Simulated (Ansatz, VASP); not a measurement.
**One calculation of BN, two programs**

```
B N
1.0
     2.55394    0.00000    0.00000
    -1.27697    2.21178    0.00000
     0.00000    0.00000    4.22685
B N
2 2
Direct
  0.66667 0.33333 0.04113
  0.33333 0.66667 0.49972
  0.66667 0.33333 0.62528
  0.33333 0.66667 0.12528
```

Alike in both runs: task single point; functional r2SCAN; k mesh 12 × 12 × 6; occupations gaussian, width 0.05 eV; no spin polarisation.

|  | VASP | Ansatz |
| --- | --- | --- |
| version | VASP 6.6.1 | Ansatz 0.2.0 |
| potentials or method | VASP PAW PBE potentials, release 64 (B, N), cutoff 520 eV | scalar-relativistic, plane waves, PAW |
| valence electrons in the cell | 16 | 16 |

|  | VASP | Ansatz | Ansatz less VASP |
| --- | --- | --- | --- |
| gap on the k mesh at the Fermi level (eV) | 5.72 | 5.72 | +0.005 |
| least direct gap on the mesh (eV) | 8.25 | 8.25 | 0.000 |
| pressure (GPa) | 1.0 | 0.0 | -1.04 |
| traceless stress, the component that is largest in VASP (GPa) | 3.40 | 3.69 | +0.285 |
| rms of the force components (eV/Å) | 1.581 | 1.580 | -0.0011 |

VASP's potentials were made for PBE, not for r2SCAN. Atom by atom the forces differ by 0.010 eV/Å (rms over components).
